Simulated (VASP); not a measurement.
# Ru (Pm-3m) in VASP: single point with LDA

Aim: the single point of Ru with LDA.

All numbers are computed with VASP 6.6.1; they aren't measurements. Logs are shortened: lines on timing, memory, paths and dates and some standing lists are left out, and cuts for length are marked.

**1. The cell of the first run**

It takes space group Pm-3m (No. 221, cubic). The conventional cell has a = 2.466 Å, b = 2.466 Å, c = 2.466 Å, α = 90.00°, β = 90.00°, γ = 90.00°. Within 3.3 Å of Ru (site symmetry m-3m) lie 6 Ru at 2.47 Å.

**2. Single point, LDA**

Contents of INCAR:

```
PREC = Accurate
ENCUT = 520
EDIFF = 1E-7
ISMEAR = -1
SIGMA = 0.13605693000000002
LREAL = F
LASPH = T
NELM = 100
ALGO = Normal
ISIF = 2
LWAVE = F
LCHARG = F
NBANDS = 13
```

Contents of KPOINTS:

```
regular mesh
0
Gamma
  13 13 13
```

Contents of POSCAR:

```
Ru
1.0
    2.4656639054      0.0000000000      0.0000000000
    0.0000000000      2.4656639054      0.0000000000
    0.0000000000      0.0000000000      2.4656639054
Ru
1
Direct
    0.0000000000      0.0000000000      0.0000000000
```

Potentials or basis: VASP PAW LDA potentials, release 64 (Ru_pv).

Command:

```console
cat potpaw_LDA.64/Ru_pv/POTCAR > POTCAR
mpirun -np 1 vasp_std > vasp.out
```

OUTCAR:

```text
PREC = Accurate
   ENCUT = 520
   EDIFF = 1E-7
   ISMEAR = -1
   LREAL = F
   LASPH = T
   NELM = 100
   ISIF = 2

 ion  position               nearest neighbor table
   1  0.000  0.000  0.000-

  LATTYP: Found a simple cubic cell.
 ALAT       =     2.4656639054

  Lattice vectors:

 A1 = (   2.4656639054,   0.0000000000,   0.0000000000)
 A2 = (   0.0000000000,   2.4656639054,   0.0000000000)
 A3 = (   0.0000000000,   0.0000000000,   2.4656639054)

Analysis of symmetry for initial positions (statically):
=====================================================================
 Subroutine PRICEL returns:
 Original cell was already a primitive cell.

 Routine SETGRP: Setting up the symmetry group for a
 simple cubic supercell.

 Subroutine GETGRP returns: Found 48 space group operations
 (whereof 48 operations were pure point group operations)
 out of a pool of 48 trial point group operations.

The static configuration has the point symmetry O_h .

Analysis of symmetry for dynamics (positions and initial velocities):
=====================================================================
 Subroutine PRICEL returns:
 Original cell was already a primitive cell.

 Routine SETGRP: Setting up the symmetry group for a
 simple cubic supercell.

 Subroutine GETGRP returns: Found 48 space group operations
 (whereof 48 operations were pure point group operations)
 out of a pool of 48 trial point group operations.

The dynamic configuration has the point symmetry O_h .

 Subroutine INISYM returns: Found 48 space group operations
 (whereof 48 operations are pure point group operations),
 and found     1 'primitive' translations

----------------------------------------------------------------------------------------

                                     Primitive cell

  volume of cell :      14.9900

  direct lattice vectors                    reciprocal lattice vectors
     2.465663905  0.000000000  0.000000000     0.405570280  0.000000000  0.000000000
     0.000000000  2.465663905  0.000000000     0.000000000  0.405570280  0.000000000
     0.000000000  0.000000000  2.465663905     0.000000000  0.000000000  0.405570280

  length of vectors
     2.465663905  2.465663905  2.465663905     0.405570280  0.405570280  0.405570280

  position of ions in fractional coordinates (direct lattice)
     0.000000000  0.000000000  0.000000000

  ion indices of the primitive-cell ions
   primitive index   ion index
                 1           1

----------------------------------------------------------------------------------------

 KPOINTS: regular mesh

Automatic generation of k-mesh.
 Grid dimensions read from file:
 generate k-points for:   13   13   13

 Generating k-lattice:

  Cartesian coordinates                     Fractional coordinates (reciprocal lattice)
     0.031197714  0.000000000  0.000000000     0.076923077  0.000000000  0.000000000
     0.000000000  0.031197714  0.000000000     0.000000000  0.076923077  0.000000000
     0.000000000  0.000000000  0.031197714     0.000000000  0.000000000  0.076923077

  Length of vectors
     0.031197714  0.031197714  0.031197714

  Shift w.r.t. Gamma in fractional coordinates (k-lattice)
     0.000000000  0.000000000  0.000000000

 Subroutine IBZKPT returns following result:
 ===========================================

 Found     84 irreducible k-points:

 Following reciprocal coordinates:
            Coordinates               Weight
  0.000000  0.000000  0.000000      1.000000
  0.076923  0.000000  0.000000      6.000000
  0.153846  0.000000  0.000000      6.000000
  0.230769  0.000000  0.000000      6.000000
  0.307692  0.000000  0.000000      6.000000
  0.384615  0.000000  0.000000      6.000000
[... 16 lines left out ...]
  0.307692  0.307692  0.000000     12.000000
  0.384615  0.307692  0.000000     24.000000
 [... further k-points ...]
   k-points           NKPTS =     84   k-points in BZ     NKDIM =     84   number of bands    NBANDS=     13
   number of dos      NEDOS =    301   number of ions     NIONS =      1
   total plane-waves  NPLWV =   5832
   dimension x,y,z NGX =    18 NGY =   18 NGZ =   18
   dimension x,y,z NGXF=    36 NGYF=   36 NGZF=   36
   ions per type =               1
   NGX,Y,Z   is equivalent  to a cutoff of  12.14, 12.14, 12.14 a.u.
   NGXF,Y,Z  is equivalent  to a cutoff of  24.27, 24.27, 24.27 a.u.
 SYSTEM =  unknown system
   PREC   = accura    normal or accurate (medium, high low for compatibility)
   ISTART =      0    job   : 0-new  1-cont  2-samecut
   ICHARG =      2    charge: 1-file 2-atom 10-const
   ISPIN  =      1    spin polarized calculation?
   LNONCOLLINEAR =      F non collinear calculations
   LSORBIT =      F    spin-orbit coupling
   LASPH  =      T    aspherical Exc in radial PAW
   ENCUT  =  520.0 eV  38.22 Ry    6.18 a.u.   4.58  4.58  4.58*2*pi/ulx,y,z
   NELM   =    100;   NELMIN=  2; NELMDL= -5     # of ELM steps
   EDIFF  = 0.1E-06   stopping-criterion for ELM
   LREAL  =      F    real-space projection
   EDIFFG = 0.1E-05   stopping-criterion for IOM
   NSW    =      0    number of steps for IOM
   IBRION =     -1    ionic relax: 0-MD 1-quasi-New 2-CG
   NFREE  =      0    steps in history (QN), initial steepest desc. (CG)
   ISIF   =      2    stress and relaxation
   ISYM   =      2    0-nonsym 1-usesym 2-fastsym
   POTIM  = 0.5000    time-step for ionic-motion
   TEBEG  =    0.0;   TEEND  =   0.0 temperature during run
   PSTRESS=    0.0 pullay stress
   NELECT =      14.0000    total number of electrons
   NUPDOWN=      -1.0000    fix difference up-down
   EMIN   =  10.00;   EMAX   =-10.00  energy-range for DOS
   EFERMI =   0.00;   METHOD = LEGACY
   ISMEAR =    -1;   SIGMA  =   0.14  broadening in eV -4-tet -1-fermi 0-gaus
   EFERMI_NEDOS =   21; number of points for ismear=-14 and -15
   IALGO  =     38    algorithm
   IMIX   =      4    mixing-type and parameters
     AMIX     =   0.40;   BMIX     =  1.00
     AMIX_MAG =   1.60;   BMIX_MAG =  1.00
  volume/ion in A,a.u.               =      14.99       101.16
  Fermi-wavevector in a.u.,A,eV,Ry     =   1.600235  3.024005 34.841126  2.560750
  Thomas-Fermi vector in A             =   2.697402
   LORBIT       =      0    0 simple, 1 ext, 2 COOP (PROOUT), +10 PAW based schemes
   GGA     = CA    functional components
   LHFCALC =     F    Hartree Fock is set to
   AEXX    =    0.0000 exact exchange contribution
   IVDW    =     0    specifies the selected vdW correction
   LEPSILON=     F    determine dielectric tensor
   LRPA    =     F    only Hartree local field effects (RPA)
 non-spin polarized calculation
  energy-cutoff  :      520.00
  volume of cell :       14.99
 maximum number of plane-waves:       437
   NGX =  9   NGY =  9   NGZ =  9

 number of electron      14.0000001 magnetization

 Free energy of the ion-electron system (eV)
  ---------------------------------------------------
  ext. energy  EPLUGINS =         0.00000000
  ---------------------------------------------------
  free energy    TOTEN  =        -9.51217315 eV

  energy without entropy =       -9.42902668  energy(sigma->0) =       -9.47059991

 E-fermi :  11.2191     XC(G=0): -13.6229

 val. band max:       11.2180308723   @ k =   0.3846   0.0769   0.0000
 cond. band min:      11.2618782955   @ k =   0.3077   0.2308   0.0000
 fundamental gap:      0.0438474232
 Fermi energy:        11.2191122147

 k-point     1 :       0.0000    0.0000    0.0000
  band No.  band energies     occupation
      1     -31.0020      2.00000
      2     -31.0020      2.00000
      3     -31.0020      2.00000
      4       3.7330      2.00000
      5       5.4702      2.00000
      6       5.4702      2.00000
      7      13.0117      0.00000
      8      13.0117      0.00000
      9      13.0117      0.00000
     10      21.6342      0.00000
     11      28.1821      0.00000
     12      28.1821      0.00000
     13      28.1821      0.00000

 k-point     2 :       0.0769    0.0000    0.0000
  band No.  band energies     occupation
      1     -31.0784      2.00000
      2     -30.9956      2.00000
      3     -30.9956      2.00000
      4       3.9212      2.00000
      5       5.5130      2.00000
      6       5.6732      2.00000
      7      12.8031      0.00002
      8      12.8031      0.00002
      9      13.0276      0.00000
     10      21.6342      0.00000
     11      27.1179      0.00000
     12      28.5386      0.00000
     13      28.5386      0.00000

 k-point     3 :       0.1538    0.0000    0.0000
  band No.  band energies     occupation
      1     -31.2871      2.00000
      2     -30.9776      2.00000
      3     -30.9776      2.00000
      4       4.3982      2.00000
      5       5.6335      2.00000
      6       6.3174      2.00000
      7      12.2640      0.00092
      8      12.2640      0.00092
      9      13.0718      0.00000
     10      21.6340      0.00000
     11      25.0041      0.00000
     12      29.5046      0.00000
     13      29.5046      0.00000
[... 305 lines left out ...]
 k-point    23 :       0.3077    0.3077    0.0000
  band No.  band energies     occupation
      1     -31.7804      2.00000
      2     -31.7527      2.00000
      3     -30.8509      2.00000
      4       6.2740      2.00000
      5       6.7890      2.00000
      6      10.0903      1.99950
      7      11.1640      1.19969
      8      11.3780      0.47446
      9      11.9652      0.00827
     10      21.6337      0.00000
     11      21.9108      0.00000
     12      25.5006      0.00000
     13      30.5207      0.00000

 k-point    24 :       0.3846    0.3077    0.0000
  band No.  band energies     occupation
      1     -31.9994      2.00000
      2     -31.7356      2.00000
      3     -30.8291      2.00000
      4       5.9583      2.00000
      5       6.8888      2.00000
      6      10.7796      1.92391
      7      10.7915      1.91727
      8      11.3827      0.46223
      9      13.4972      0.00000
     10      20.4627      0.00000
     11      21.6342      0.00000
     12      26.1174      0.00000
     13      29.8130      0.00000

 [... further k-points ...]

------------------------ aborting loop because EDIFF is reached ----------------------------------------

  FORCE on cell =-STRESS in cart. coord.  units (eV):
  Direction    XX          YY          ZZ          XY          YZ          ZX
  --------------------------------------------------------------------------------------
  -------------------------------------------------------------------------------------
  Total        0.0726855      0.0726855      0.0726855      0.0000000     -0.0000000      0.0000000
  in kB        7.7688542      7.7688542      7.7688542      0.0000000     -0.0000000      0.0000000
  external PRESSURE =       7.7688542 kB  Pullay stress =       0.0000000 kB

 VOLUME and BASIS-vectors are now :
 -----------------------------------------------------------------------------
  energy-cutoff  :      520.00
  volume of cell :       14.99
      direct lattice vectors                 reciprocal lattice vectors
     2.465663905  0.000000000  0.000000000     0.405570280  0.000000000  0.000000000
     0.000000000  2.465663905  0.000000000     0.000000000  0.405570280  0.000000000
     0.000000000  0.000000000  2.465663905     0.000000000  0.000000000  0.405570280

 POSITION                                       TOTAL-FORCE (eV/Angst)
 -----------------------------------------------------------------------------------
      0.00000      0.00000      0.00000         0.000000      0.000000      0.000000
 -----------------------------------------------------------------------------------
    total drift:                                0.000000      0.000000      0.000000

  FREE ENERGIE OF THE ION-ELECTRON SYSTEM (eV)
  ---------------------------------------------------
  free  energy   TOTEN  =        -9.5121731481 eV

  energy  without entropy=       -9.4290266758  energy(sigma->0) =       -9.47059991
```

Wall time 9 s (1 thread of Intel Xeon Platinum 8488C (Sapphire Rapids), shared host); peak memory 0.12 GiB.

What came out:

| Property | Result |
| --- | --- |
| Free energy | -9.5122 eV |
| Pressure | 0.8 GPa |
| Band gap on the k mesh | zero (band 7 reaches 14.99 eV, above the bottom of band 8 at 10.19 eV) |
